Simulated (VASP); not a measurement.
# LiSn2 (P6/mmm) in VASP: notebook

LiSn2 is run at these levels: PBE; tasks: single point.

Program: VASP 6.6.1. These are calculated values, not measurements. Logs are shortened: lines on timing, memory, paths and dates and some standing lists are left out, and cuts for length are marked.

### 1 The cell of the first run

The structure is hexagonal, space group P6/mmm (No. 191). The conventional cell has a = 3.937 Å, b = 3.937 Å, c = 4.495 Å, α = 90.00°, β = 90.00°, γ = 120.00°. Li (site symmetry 6/mmm) has 12 Sn at 3.20 Å and 6 Li at 3.94 Å within 4.2 Å. Within 3.0 Å of Sn (site symmetry -6m2) lie 3 Sn at 2.27 Å.

The cell was generated, and may not be a known phase.

### 2 Single point, PBE

The input, INCAR:

```
PREC = Accurate ; ENCUT = 520
EDIFF = 1E-6 ; ISMEAR = 0
SIGMA = 0.1 ; LREAL = F
LASPH = T ; NELM = 60
ALGO = Fast ; ISIF = 2
LWAVE = F ; LCHARG = T
GGA = PE ; LELF = T
LVHAR = T ; NBANDS = 22
```

The input, KPOINTS:

```
regular mesh
0
Gamma
  6 6 4
```

The input, POSCAR:

```
LiSn2
1.0
    3.9365228100      0.0000000000      0.0000000000
   -1.9682614000      3.4091287500      0.0000000000
    0.0000000000      0.0000000000      4.4954197200
Li Sn
1 2
Direct
    0.0000000000      0.0000000000      0.0000000000
    0.3333333300      0.6666666700      0.5000000000
    0.6666666700      0.3333333300      0.5000000000
```

Potentials or basis: VASP PAW PBE potentials, release 64 (Li_sv, Sn_d).

The run is started by

```sh
> cat potpaw_PBE.64/Li_sv/POTCAR potpaw_PBE.64/Sn_d/POTCAR > POTCAR
> mpirun -np 1 vasp_std > vasp.out
```

OUTCAR:

```text
PREC = Accurate
   ENCUT = 520
   EDIFF = 1E-6
   ISMEAR = 0
   LREAL = F
   LASPH = T
   NELM = 60
   ISIF = 2
   GGA = PE

 ion  position               nearest neighbor table
   1  0.000  0.000  0.000-
   2  0.333  0.667  0.500-   3 2.27   3 2.27   3 2.27
   3  0.667  0.333  0.500-   2 2.27   2 2.27   2 2.27

  LATTYP: Found a hexagonal cell.
 ALAT       =     3.9365228100
 C/A-ratio  =     1.1419773076

  Lattice vectors:

 A1 = (   3.9365228100,   0.0000000000,   0.0000000000)
 A2 = (  -1.9682614000,   3.4091287500,   0.0000000000)
 A3 = (   0.0000000000,   0.0000000000,   4.4954197200)

Analysis of symmetry for initial positions (statically):
=====================================================================
 Subroutine PRICEL returns:
 Original cell was already a primitive cell.

 Routine SETGRP: Setting up the symmetry group for a
 hexagonal supercell.

 Subroutine GETGRP returns: Found 24 space group operations
 (whereof 24 operations were pure point group operations)
 out of a pool of 24 trial point group operations.

The static configuration has the point symmetry D_6h.

Analysis of symmetry for dynamics (positions and initial velocities):
=====================================================================
 Subroutine PRICEL returns:
 Original cell was already a primitive cell.

 Routine SETGRP: Setting up the symmetry group for a
 hexagonal supercell.

 Subroutine GETGRP returns: Found 24 space group operations
 (whereof 24 operations were pure point group operations)
 out of a pool of 24 trial point group operations.

The dynamic configuration has the point symmetry D_6h.

 Subroutine INISYM returns: Found 24 space group operations
 (whereof 24 operations are pure point group operations),
 and found     1 'primitive' translations

----------------------------------------------------------------------------------------

                                     Primitive cell

  volume of cell :      60.3290

  direct lattice vectors                    reciprocal lattice vectors
     3.936522810  0.000000000  0.000000000     0.254031298  0.146665038  0.000000000
    -1.968261400  3.409128750  0.000000000     0.000000000  0.293330077  0.000000000
     0.000000000  0.000000000  4.495419720     0.000000000  0.000000000  0.222448639

  length of vectors
     3.936522810  3.936522802  4.495419720     0.293330077  0.293330077  0.222448639

  position of ions in fractional coordinates (direct lattice)
     0.000000000  0.000000000  0.000000000
     0.333333330  0.666666670  0.500000000
     0.666666670  0.333333330  0.500000000

  ion indices of the primitive-cell ions
   primitive index   ion index
                 1           1
                 2           2
                 3           3

----------------------------------------------------------------------------------------

 KPOINTS: regular mesh

Automatic generation of k-mesh.
 Grid dimensions read from file:
 generate k-points for:    6    6    4

 Generating k-lattice:

  Cartesian coordinates                     Fractional coordinates (reciprocal lattice)
     0.042338550  0.024444173  0.000000000     0.166666667  0.000000000  0.000000000
     0.000000000  0.048888346  0.000000000     0.000000000  0.166666667  0.000000000
     0.000000000  0.000000000  0.055612160     0.000000000  0.000000000  0.250000000

  Length of vectors
     0.048888346  0.048888346  0.055612160

  Shift w.r.t. Gamma in fractional coordinates (k-lattice)
     0.000000000  0.000000000  0.000000000

 Subroutine IBZKPT returns following result:
 ===========================================

 Found     21 irreducible k-points:

 Following reciprocal coordinates:
            Coordinates               Weight
  0.000000  0.000000  0.000000      1.000000
  0.166667  0.000000  0.000000      6.000000
  0.333333  0.000000  0.000000      6.000000
  0.500000 -0.000000  0.000000      3.000000
  0.166667  0.166667  0.000000      6.000000
  0.333333  0.166667  0.000000     12.000000
[... 13 lines left out ...]
  0.333333  0.166667  0.500000     12.000000
  0.333333  0.333333  0.500000      2.000000
   k-points           NKPTS =     21   k-points in BZ     NKDIM =     21   number of bands    NBANDS=     22
   number of dos      NEDOS =    301   number of ions     NIONS =      3
   total plane-waves  NPLWV =  32400
   dimension x,y,z NGX =    30 NGY =   30 NGZ =   36
   dimension x,y,z NGXF=    60 NGYF=   60 NGZF=   72
   ions per type =               1   2
   NGX,Y,Z   is equivalent  to a cutoff of  12.67, 12.67, 13.31 a.u.
   NGXF,Y,Z  is equivalent  to a cutoff of  25.34, 25.34, 26.63 a.u.
 SYSTEM =  unknown system
   PREC   = accura    normal or accurate (medium, high low for compatibility)
   ISTART =      0    job   : 0-new  1-cont  2-samecut
   ICHARG =      2    charge: 1-file 2-atom 10-const
   ISPIN  =      1    spin polarized calculation?
   LNONCOLLINEAR =      F non collinear calculations
   LSORBIT =      F    spin-orbit coupling
   LASPH  =      T    aspherical Exc in radial PAW
   ENCUT  =  520.0 eV  38.22 Ry    6.18 a.u.   7.32  7.32  8.36*2*pi/ulx,y,z
   NELM   =     60;   NELMIN=  2; NELMDL= -5     # of ELM steps
   EDIFF  = 0.1E-05   stopping-criterion for ELM
   LREAL  =      F    real-space projection
   EDIFFG = 0.1E-04   stopping-criterion for IOM
   NSW    =      0    number of steps for IOM
   IBRION =     -1    ionic relax: 0-MD 1-quasi-New 2-CG
   NFREE  =      0    steps in history (QN), initial steepest desc. (CG)
   ISIF   =      2    stress and relaxation
   ISYM   =      2    0-nonsym 1-usesym 2-fastsym
   POTIM  = 0.5000    time-step for ionic-motion
   TEBEG  =    0.0;   TEEND  =   0.0 temperature during run
   PSTRESS=    0.0 pullay stress
   NELECT =      31.0000    total number of electrons
   NUPDOWN=      -1.0000    fix difference up-down
   EMIN   =  10.00;   EMAX   =-10.00  energy-range for DOS
   EFERMI =   0.00;   METHOD = LEGACY
   ISMEAR =     0;   SIGMA  =   0.10  broadening in eV -4-tet -1-fermi 0-gaus
   EFERMI_NEDOS =   21; number of points for ismear=-14 and -15
   IALGO  =     68    algorithm
   IMIX   =      4    mixing-type and parameters
     AMIX     =   0.40;   BMIX     =  1.00
     AMIX_MAG =   1.60;   BMIX_MAG =  1.00
  volume/ion in A,a.u.               =      20.11       135.71
  Fermi-wavevector in a.u.,A,eV,Ry     =   1.311253  2.477909 23.393655  1.719385
  Thomas-Fermi vector in A             =   2.441727
   LORBIT       =      0    0 simple, 1 ext, 2 COOP (PROOUT), +10 PAW based schemes
   GGA     = PE    functional components
   LHFCALC =     F    Hartree Fock is set to
   AEXX    =    0.0000 exact exchange contribution
   IVDW    =     0    specifies the selected vdW correction
   LEPSILON=     F    determine dielectric tensor
   LRPA    =     F    only Hartree local field effects (RPA)
 non-spin polarized calculation
 RMM-DIIS sequential band-by-band and
 Gauss-broadening in eV      SIGMA  =   0.10
  energy-cutoff  :      520.00
  volume of cell :       60.33
 maximum number of plane-waves:      1649
 NGX is ok and might be reduce to    30
   NGX = 15   NGY = 15   NGZ = 17

 number of electron      31.0000015 magnetization

 Free energy of the ion-electron system (eV)
  ---------------------------------------------------
  ext. energy  EPLUGINS =         0.00000000
  ---------------------------------------------------
  free energy    TOTEN  =        -4.14505137 eV

  energy without entropy =       -4.13856392  energy(sigma->0) =       -4.14180765

 E-fermi :   9.3914     XC(G=0): -10.0724

 val. band max:        9.3602304492   @ k =   0.5000  -0.0000   0.2500
 cond. band min:       9.4557806363   @ k =   0.5000  -0.0000   0.5000
 fundamental gap:      0.0955501870
 Fermi energy:         9.3914303526

 k-point     1 :       0.0000    0.0000    0.0000
  band No.  band energies     occupation
      1     -38.8841      2.00000
      2     -14.6955      2.00000
      3     -14.6300      2.00000
      4     -14.6300      2.00000
      5     -14.2847      2.00000
      6     -14.2847      2.00000
[... 14 lines left out ...]
     21      16.3719      0.00000
     22      18.0811      0.00000

 k-point     2 :       0.1667    0.0000    0.0000
  band No.  band energies     occupation
      1     -38.8840      2.00000
      2     -14.8705      2.00000
      3     -14.8460      2.00000
      4     -14.6532      2.00000
      5     -14.3103      2.00000
      6     -14.2502      2.00000
[... 14 lines left out ...]
     21      15.4895      0.00000
     22      16.0060      0.00000

 k-point     3 :       0.3333    0.0000    0.0000
  band No.  band energies     occupation
      1     -38.8838      2.00000
      2     -15.1540      2.00000
      3     -15.1098      2.00000
      4     -14.6033      2.00000
      5     -14.3576      2.00000
      6     -14.1677      2.00000
[... 14 lines left out ...]
     21      14.9985      0.00000
     22      16.9227      0.00000

 k-point     4 :       0.5000   -0.0000    0.0000
  band No.  band energies     occupation
      1     -38.8836      2.00000
      2     -15.2649      2.00000
      3     -15.2093      2.00000
      4     -14.5767      2.00000
      5     -14.3796      2.00000
      6     -14.1144      2.00000
[... 14 lines left out ...]
     21      15.0875      0.00000
     22      17.1175      0.00000

 k-point     5 :       0.1667    0.1667    0.0000
  band No.  band energies     occupation
      1     -38.8838      2.00000
      2     -15.1928      2.00000
      3     -14.9015      2.00000
      4     -14.6646      2.00000
      5     -14.3570      2.00000
      6     -14.1744      2.00000
[... 342 lines left out ...]
 k-point    19 :       0.1667    0.1667    0.5000
  band No.  band energies     occupation
      1     -38.8838      2.00000
      2     -15.1926      2.00000
      3     -14.9012      2.00000
      4     -14.6619      2.00000
      5     -14.3599      2.00000
      6     -14.1773      2.00000
[... 14 lines left out ...]
     21      16.2606      0.00000
     22      16.9330      0.00000

 k-point    20 :       0.3333    0.1667    0.5000
  band No.  band energies     occupation
      1     -38.8836      2.00000
      2     -15.4145      2.00000
      3     -14.9763      2.00000
      4     -14.6465      2.00000
      5     -14.4072      2.00000
      6     -14.0608      2.00000
[... 14 lines left out ...]
     21      17.0627      0.00000
     22      17.7041      0.00000

 k-point    21 :       0.3333    0.3333    0.5000
  band No.  band energies     occupation
      1     -38.8835      2.00000
      2     -15.5246      2.00000
      3     -14.7919      2.00000
      4     -14.7919      2.00000
      5     -14.4374      2.00000
      6     -13.8693      2.00000
[... 14 lines left out ...]
     21      17.2909      0.00000
     22      17.2909      0.00000

------------------------ aborting loop because EDIFF is reached ----------------------------------------

  FORCE on cell =-STRESS in cart. coord.  units (eV):
  Direction    XX          YY          ZZ          XY          YZ          ZX
  --------------------------------------------------------------------------------------
  -------------------------------------------------------------------------------------
  Total       30.3609917     30.3609916      0.7637885      0.0000000     -0.0000000      0.0000000
  in kB      806.3064133    806.3064104     20.2841707      0.0000012     -0.0000000      0.0000000
  external PRESSURE =     544.2989981 kB  Pullay stress =       0.0000000 kB

 VOLUME and BASIS-vectors are now :
 -----------------------------------------------------------------------------
  energy-cutoff  :      520.00
  volume of cell :       60.33
      direct lattice vectors                 reciprocal lattice vectors
     3.936522810  0.000000000  0.000000000     0.254031298  0.146665038  0.000000000
    -1.968261400  3.409128750  0.000000000     0.000000000  0.293330077  0.000000000
     0.000000000  0.000000000  4.495419720     0.000000000  0.000000000  0.222448639

 POSITION                                       TOTAL-FORCE (eV/Angst)
 -----------------------------------------------------------------------------------
      0.00000      0.00000      0.00000        -0.000000      0.000000      0.000000
     -0.00000      2.27275      2.24771        -0.000000     -0.000000      0.000000
      1.96826      1.13638      2.24771         0.000000      0.000000     -0.000000
 -----------------------------------------------------------------------------------
    total drift:                               -0.000000      0.000000      0.000000

  FREE ENERGIE OF THE ION-ELECTRON SYSTEM (eV)
  ---------------------------------------------------
  free  energy   TOTEN  =        -4.1450513693 eV

  energy  without entropy=       -4.1385639242  energy(sigma->0) =       -4.14180765
```

It took 68 s on 1 thread of Intel Xeon Platinum 8259CL at 2.50GHz (Skylake/Cascade Lake), shared host; peak memory 0.18 GiB.

Results:

```
Free energy            : -4.1451 eV
Band gap on the k mesh : zero (an odd number of electrons rules out a gap without spin polarisation)
```

Caveat: the cutoff is under 1.25 times the usual one of these potentials, so pressure, stress and relaxed cells hold a basis-set (Pulay) error; spin-orbit coupling is left out, which moves the levels of the heavy elements.

### 3 Single point, PBE

This run uses another cell than the first one, of 25.95 Å³/atom.

The input, INCAR:

```
SYSTEM = LiSn2
  PREC = Accurate
  ENCUT = 520
  EDIFF = 1E-6
  ISMEAR = 0
  SIGMA = 0.1
  LREAL = .FALSE.
  LASPH = .TRUE.
  NELM = 80
  ALGO = Normal
  ISIF = 2
  LWAVE = .FALSE.
  LCHARG = .FALSE.
  GGA = PE
  NBANDS = 22
```

The input, KPOINTS:

```
Automatic mesh
0
G
  6 6 4
  0 0 0
```

The input, POSCAR:

```
LiSn2
1.0
    5.0943664308     -0.0000000037      0.0000000000
   -2.5471832121      4.4118507471      0.0000000000
    0.0000000000      0.0000000000      3.4636726089
Li Sn
1 2
Direct
    0.0000000000      0.0000000000      0.0000000000
    0.3333333333      0.6666666667      0.5000000000
    0.6666666667      0.3333333333      0.5000000000
```

Potentials or basis: VASP PAW PBE potentials, release 64 (Li_sv, Sn_d).

The run is started by

```sh
> cat potpaw_PBE.64/Li_sv/POTCAR potpaw_PBE.64/Sn_d/POTCAR > POTCAR
> mpirun -np 1 vasp_std > vasp.out
```

It took 27 s on 1 thread of Intel Xeon Platinum 8259CL at 2.50GHz (Skylake/Cascade Lake), shared host; peak memory 0.21 GiB.

It converged, with:

```yaml
Free_energy: -9.8462 eV
Band_gap_on_the_k_mesh: zero (an odd number of electrons rules out a gap without spin polarisation)
```

Levels at points of the mesh, in eV from the Fermi level:
```csv
k point,band 13,band 14,band 15,band 16,band 17,band 18,band 19,band 20
"(0.00, 0.00, 0.00)",-4.01,-2.03,-2.03,0.18,0.18,2.46,2.59,6.08
"(0.50, 0.00, 0.00)",-7.52,-3.30,-1.78,3.87,4.25,4.66,5.05,5.19
"(0.00, 0.00, 0.50)",-4.20,-1.93,-0.58,-0.58,0.84,2.59,2.59,3.16
"(0.50, 0.00, 0.50)",-5.79,-3.09,-1.72,-1.64,-0.21,2.76,3.09,5.93
```

Caveat: the k points lie up to 0.45 Å⁻¹ apart, too coarse for converged energies and pressures of a metal; the cutoff is under 1.25 times the usual one of these potentials, so pressure, stress and relaxed cells hold a basis-set (Pulay) error; spin-orbit coupling is left out, which moves the levels of the heavy elements.

The gap in the log of VASP goes by the Fermi energy; the results here count the filled bands.